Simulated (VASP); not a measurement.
# AlSi16 (a cell with a defect) in VASP: notebook

AlSi16 (a cell with a defect) is run at these levels: PBE+D3(BJ); tasks: single point.

All numbers are computed with VASP 6.6.1; they aren't measurements. Logs are shortened: lines on timing, memory, paths and dates and some standing lists are left out, and cuts for length are marked.

**1. The cell of the first run**

The cell holds a defect, 17 atoms: a = 7.679 Å, b = 7.679 Å, c = 7.679 Å, α = 60.00°, β = 60.00°, γ = 60.00°.

**2. Single point, PBE+D3(BJ), collinear spin**

INCAR

```
  PREC = Accurate
  ENCUT = 520
  EDIFF = 1E-7
  ISMEAR = -1
  SIGMA = 0.05
  LREAL = Auto
  LASPH = True
  NELM = 150
  ALGO = Normal
  ISIF = 2
  LWAVE = False
  LCHARG = False
  ISPIN = 2
  MAGMOM = 0 0 0 0 0 0 0 0 0 0 0 0 0 0 0 0 1
  LORBIT = 11
  GGA = PE
  IVDW = 12
  NBANDS = 52
```

KPOINTS

```
Automatic mesh
0
Gamma
  2 2 2
```

POSCAR

```
AlSi16
1.0
    0.0000000000      5.4300000000      5.4300000000
    5.4300000000      0.0000000000      5.4300000000
    5.4300000000      5.4300000000      0.0000000000
Si Al
16 1
Direct
    0.0185359116     -0.0107090239     -0.0170257827
    0.0910313076      0.1559300184      0.1070902394
   -0.0356077348     -0.0002302026      0.5133609576
    0.1367034991      0.1296500921      0.6005340700
   -0.0069429098      0.5308839779     -0.0091712707
    0.1428913444      0.6360957643      0.1194106814
   -0.0039410681      0.4933149171      0.5132044199
    0.1013535912      0.6524585635      0.6108747698
    0.4581491713      0.0222191529      0.0042449355
    0.6401841621      0.1151565378      0.1116758748
    0.5189594843     -0.0345027624      0.4802302026
    0.5929465930      0.1383057090      0.6084162063
    0.5092633517      0.4814180479      0.0399815838
    0.6126795580      0.6354788214      0.1679097606
    0.4923941068      0.5023941068      0.5082320442
    0.6127071823      0.6049171271      0.6491528545
    0.6836648250      0.7570718232      0.8064456722
```

Potentials or basis: VASP PAW PBE potentials, release 64 (Si, Al).

Launch:

```bash
> cat potpaw_PBE.64/Si/POTCAR potpaw_PBE.64/Al/POTCAR > POTCAR
> mpirun -np 1 vasp_std > vasp.out
```

OUTCAR:

```text
PREC = Accurate
   ENCUT = 520
   EDIFF = 1E-7
   ISMEAR = -1
   LREAL = Auto
   LASPH = True
   NELM = 150
   ISIF = 2
   ISPIN = 2
   LORBIT = 11
   GGA = PE
   IVDW = 12
 IVDW          = 12

 ion  position               nearest neighbor table
   1  0.019  0.989  0.983-   6 2.22   2 2.31  10 2.37   4 2.40
   2  0.091  0.156  0.107-   9 2.31   1 2.31   5 2.36   3 2.55
   3  0.964  1.000  0.513-   8 2.18  12 2.34   4 2.46   2 2.55  17 2.86
   4  0.137  0.130  0.601-   7 2.29   1 2.40  11 2.41   3 2.46
   5  0.993  0.531  0.991-   2 2.36   8 2.39  14 2.41   6 2.41  17 2.73
   6  0.143  0.636  0.119-   1 2.22  13 2.32   5 2.41   7 2.48
   7  0.996  0.493  0.513-   8 2.28   4 2.29  16 2.41   6 2.48  17 3.04
   8  0.101  0.652  0.611-   3 2.18   7 2.28   5 2.39  15 2.46  17 2.65
   9  0.458  0.022  0.004-   2 2.31  10 2.43  14 2.46  12 2.48  17 2.53
  10  0.640  0.115  0.112-  11 2.32  13 2.32   1 2.37   9 2.43
  11  0.519  0.965  0.480-  16 2.28  10 2.32  12 2.38   4 2.41  17 2.75
  12  0.593  0.138  0.608-  15 2.30   3 2.34  11 2.38  17 2.44   9 2.48
  13  0.509  0.481  0.040-   6 2.32  10 2.32  14 2.42  16 2.46  17 2.48
  14  0.613  0.635  0.168-  15 2.14  17 2.30   5 2.41  13 2.42   9 2.46
  15  0.492  0.502  0.508-  14 2.14  16 2.29  12 2.30   8 2.46
  16  0.613  0.605  0.649-  11 2.28  15 2.29   7 2.41  17 2.41  13 2.46
  17  0.684  0.757  0.806-  14 2.30  16 2.41  12 2.44  13 2.48   9 2.53   8 2.65   5 2.73  11 2.75
                             3 2.86   7 3.04

  LATTYP: Found a face centered cubic cell.
 ALAT       =    10.8600000000

  Lattice vectors:

 A1 = (   0.0000000000,   5.4300000000,   5.4300000000)
 A2 = (   5.4300000000,   0.0000000000,   5.4300000000)
 A3 = (   5.4300000000,   5.4300000000,   0.0000000000)

Analysis of symmetry for initial positions (statically):
=====================================================================
 Subroutine PRICEL returns:
 Original cell was already a primitive cell.

 Routine SETGRP: Setting up the symmetry group for a
 face centered cubic supercell.

 Subroutine GETGRP returns: Found  1 space group operations
 (whereof  1 operations were pure point group operations)
 out of a pool of 48 trial point group operations.

The static configuration has the point symmetry C_1 .

Analysis of symmetry for dynamics (positions and initial velocities):
=====================================================================
 Subroutine PRICEL returns:
 Original cell was already a primitive cell.

 Routine SETGRP: Setting up the symmetry group for a
 face centered cubic supercell.

 Subroutine GETGRP returns: Found  1 space group operations
 (whereof  1 operations were pure point group operations)
 out of a pool of 48 trial point group operations.

The dynamic configuration has the point symmetry C_1 .

Analysis of structural, dynamic, and magnetic symmetry:
=====================================================================
 Subroutine PRICEL returns:
 Original cell was already a primitive cell.

 Routine SETGRP: Setting up the symmetry group for a
 face centered cubic supercell.

 Subroutine GETGRP returns: Found  1 space group operations
 (whereof  1 operations were pure point group operations)
 out of a pool of 48 trial point group operations.

The overall configuration has the point symmetry C_1 .

 Subroutine INISYM returns: Found  1 space group operations
 (whereof  1 operations are pure point group operations),
 and found     1 'primitive' translations

----------------------------------------------------------------------------------------

                                     Primitive cell

  volume of cell :     320.2060

  direct lattice vectors                    reciprocal lattice vectors
     0.000000000  5.430000000  5.430000000    -0.092081031  0.092081031  0.092081031
     5.430000000  0.000000000  5.430000000     0.092081031 -0.092081031  0.092081031
     5.430000000  5.430000000  0.000000000     0.092081031  0.092081031 -0.092081031

  length of vectors
     7.679179644  7.679179644  7.679179644     0.159489025  0.159489025  0.159489025

  position of ions in fractional coordinates (direct lattice)
     0.018535912  0.989290976  0.982974217
     0.091031308  0.155930018  0.107090239
     0.964392265  0.999769797  0.513360958
     0.136703499  0.129650092  0.600534070
     0.993057090  0.530883978  0.990828729
     0.142891344  0.636095764  0.119410681
[... 9 lines left out ...]
     0.612707182  0.604917127  0.649152855
     0.683664825  0.757071823  0.806445672

  ion indices of the primitive-cell ions
[... 65 lines left out ...]
   ISTART =      0    job   : 0-new  1-cont  2-samecut
   ICHARG =      2    charge: 1-file 2-atom 10-const
   ISPIN  =      2    spin polarized calculation?
   LNONCOLLINEAR =      F non collinear calculations
   LSORBIT =      F    spin-orbit coupling
   LASPH  =      T    aspherical Exc in radial PAW
   ENCUT  =  520.0 eV  38.22 Ry    6.18 a.u.  14.28 14.28 14.28*2*pi/ulx,y,z
   NELM   =    150;   NELMIN=  2; NELMDL= -5     # of ELM steps
   EDIFF  = 0.1E-06   stopping-criterion for ELM
   LREAL  =      T    real-space projection
   EDIFFG = 0.1E-05   stopping-criterion for IOM
   NSW    =      0    number of steps for IOM
   IBRION =     -1    ionic relax: 0-MD 1-quasi-New 2-CG
   NFREE  =      0    steps in history (QN), initial steepest desc. (CG)
   ISIF   =      2    stress and relaxation
   ISYM   =      2    0-nonsym 1-usesym 2-fastsym
   POTIM  = 0.5000    time-step for ionic-motion
   TEBEG  =    0.0;   TEEND  =   0.0 temperature during run
   PSTRESS=    0.0 pullay stress
   NELECT =      67.0000    total number of electrons
   NUPDOWN=      -1.0000    fix difference up-down
   EMIN   =  10.00;   EMAX   =-10.00  energy-range for DOS
   EFERMI =   0.00;   METHOD = LEGACY
   ISMEAR =    -1;   SIGMA  =   0.05  broadening in eV -4-tet -1-fermi 0-gaus
   EFERMI_NEDOS =   21; number of points for ismear=-14 and -15
   IALGO  =     38    algorithm
   IMIX   =      4    mixing-type and parameters
     AMIX     =   0.40;   BMIX     =  1.00
     AMIX_MAG =   1.60;   BMIX_MAG =  1.00
  volume/ion in A,a.u.               =      18.84       127.11
  Fermi-wavevector in a.u.,A,eV,Ry     =   0.971904  1.836632 12.852022  0.944597
  Thomas-Fermi vector in A             =   2.102159
   LORBIT       =     11    0 simple, 1 ext, 2 COOP (PROOUT), +10 PAW based schemes
   GGA     = PE    functional components
   LHFCALC =     F    Hartree Fock is set to
   AEXX    =    0.0000 exact exchange contribution
   IVDW    =    12    specifies the selected vdW correction
   LEPSILON=     F    determine dielectric tensor
   LRPA    =     F    only Hartree local field effects (RPA)
 spin polarized calculation
  energy-cutoff  :      520.00
  volume of cell :      320.21
 maximum number of plane-waves:      8646
 NGX is ok and might be reduce to    60
   NGX = 29   NGY = 29   NGZ = 29

 number of electron      67.0000000 magnetization       0.0000268

 number of electron      67.0000000 magnetization      -0.0000144

 Free energy of the ion-electron system (eV)
  ---------------------------------------------------
  ext. energy  EPLUGINS =         0.00000000
  ---------------------------------------------------
  free energy    TOTEN  =       -85.26023203 eV

  energy without entropy =      -85.21716956  energy(sigma->0) =      -85.23870079

 E-fermi :   6.8938     XC(G=0):  -9.6714

 val. band max:        6.7842593290   @ k =   0.0000   0.0000   0.0000
 cond. band min:       6.9132732121   @ k =   0.0000   0.0000   0.0000
 fundamental gap:      0.1290138831
 Fermi energy:         6.8938002476

 spin component 1

 k-point     1 :       0.0000    0.0000    0.0000
  band No.  band energies     occupation
      1      -6.0598      1.00000
      2      -3.7071      1.00000
      3      -3.5920      1.00000
      4      -3.5846      1.00000
      5      -3.4245      1.00000
      6      -2.4502      1.00000
[... 373 lines left out ...]
     44      10.2012      0.00000
     45      10.3597      0.00000
 Fermi energy:         6.8938002476

 spin component 2

 k-point     1 :       0.0000    0.0000    0.0000
  band No.  band energies     occupation
      1      -6.0598      1.00000
      2      -3.7071      1.00000
      3      -3.5920      1.00000
      4      -3.5846      1.00000
      5      -3.4245      1.00000
      6      -2.4502      1.00000
[... 373 lines left out ...]
     44      10.2012      0.00000
     45      10.3597      0.00000
 [bands above 45 left out]

------------------------ aborting loop because EDIFF is reached ----------------------------------------

 Edisp (eV)   -5.61488

 E8    (eV) :    -2.3346

  FORCE on cell =-STRESS in cart. coord.  units (eV):
  Direction    XX          YY          ZZ          XY          YZ          ZX
  --------------------------------------------------------------------------------------
  -------------------------------------------------------------------------------------
  Total       5.74460     5.50907     6.43681    -0.64460    -5.28406     4.51110
  in kB      28.74358    27.56509    32.20711    -3.22531   -26.43925    22.57168
  external pressure =       29.51 kB  Pullay stress =        0.00 kB

 VOLUME and BASIS-vectors are now :
 -----------------------------------------------------------------------------
  energy-cutoff  :      520.00
  volume of cell :      320.21
      direct lattice vectors                 reciprocal lattice vectors
     0.000000000  5.430000000  5.430000000    -0.092081031  0.092081031  0.092081031
     5.430000000  0.000000000  5.430000000     0.092081031 -0.092081031  0.092081031
     5.430000000  5.430000000  0.000000000     0.092081031  0.092081031 -0.092081031

 POSITION                                       TOTAL-FORCE (eV/Angst)
 -----------------------------------------------------------------------------------
     10.70940      5.43820      5.47250         0.545763     -1.401137      0.952113
      1.42820      1.07580      1.34100         0.891215      0.742649     -0.784446
      8.21630      8.02420     10.66540         0.748705     -1.283990      2.431374
      3.96490      4.00320      1.44630        -0.661747      0.498685     -1.198360
      8.26290     10.77250      8.27500        -0.186114      0.296511      0.152672
      4.10240      1.42430      4.22990        -0.115820      0.686977     -1.822909
[... 9 lines left out ...]
      6.80960      6.85190      6.61170        -0.889892      0.537341     -0.319921
      8.48990      8.09130      7.82320        -0.945449     -0.255811      1.292292
 -----------------------------------------------------------------------------------
    total drift:                                0.000777      0.000369     -0.005707

  FREE ENERGIE OF THE ION-ELECTRON SYSTEM (eV)
  ---------------------------------------------------
  free  energy   TOTEN  =       -90.8751128116 eV

  energy  without entropy=      -90.8320503474  energy(sigma->0) =      -90.85358158

 total charge

# of ion       s       p       d       tot
------------------------------------------
    1        0.741   0.971   0.000   1.712
    2        0.750   0.928   0.000   1.678
    3        0.747   0.933   0.000   1.681
    4        0.751   0.914   0.000   1.665
    5        0.745   0.910   0.000   1.655
    6        0.750   0.945   0.000   1.695
[... 9 lines left out ...]
   16        0.760   0.949   0.000   1.709
   17        0.492   0.369   0.000   0.860
--------------------------------------------------
tot         12.547  15.383   0.000  27.930

 magnetization (x)

# of ion       s       p       d       tot
------------------------------------------
    1       -0.000  -0.000   0.000  -0.000
    2       -0.000  -0.000   0.000  -0.000
    3        0.000   0.000   0.000   0.000
    4       -0.000  -0.000   0.000  -0.000
    5        0.000   0.000   0.000   0.000
    6       -0.000  -0.000   0.000  -0.000
[... 9 lines left out ...]
   16        0.000  -0.000   0.000   0.000
   17        0.000   0.000   0.000   0.000
--------------------------------------------------
tot          0.000  -0.000   0.000  -0.000
```

It took 5.2 min on 1 thread of AMD EPYC 9R45 (Zen 5), shared host; peak memory 0.67 GiB.

What came out:

| Quantity | Value |
| --- | --- |
| Free energy | -90.8751 eV |
| Pressure | 3.0 GPa |
| Largest force | 2.850 eV/Å |
| Net moment | 0.00 μB per cell |
| Valence electrons inside the program's atomic spheres | Si 1.71, 1.68, 1.67, 1.66, 1.70, 1.72, 1.69, 1.74, 1.75 (each value once); Al 0.86 |
| Dispersion energy per atom | -0.330 eV |

Forces on the atoms (eV/Å):
```
Si   0.546 -1.401  0.952
Si   0.891  0.743 -0.784
Si   0.749 -1.284  2.431
Si  -0.662  0.499 -1.198
Si  -0.186  0.297  0.153
Si  -0.116  0.687 -1.823
Si  -0.253 -1.202  0.388
Si  -0.917  2.025 -0.523
Si  -0.014  0.465  0.805
Si  -0.662 -0.109 -0.241
Si   1.185 -0.728  0.092
Si   0.364  0.109  0.111
Si  -0.188 -0.318 -0.178
Si  -0.368 -0.316  0.717
Si   1.466  0.253 -1.874
Si  -0.890  0.537 -0.320
Al  -0.945 -0.256  1.292
```

Caveat: the k points lie up to 0.50 Å⁻¹ apart; the atoms stand as in a frame of molecular dynamics.

(Part 1 of 2 ends here.)
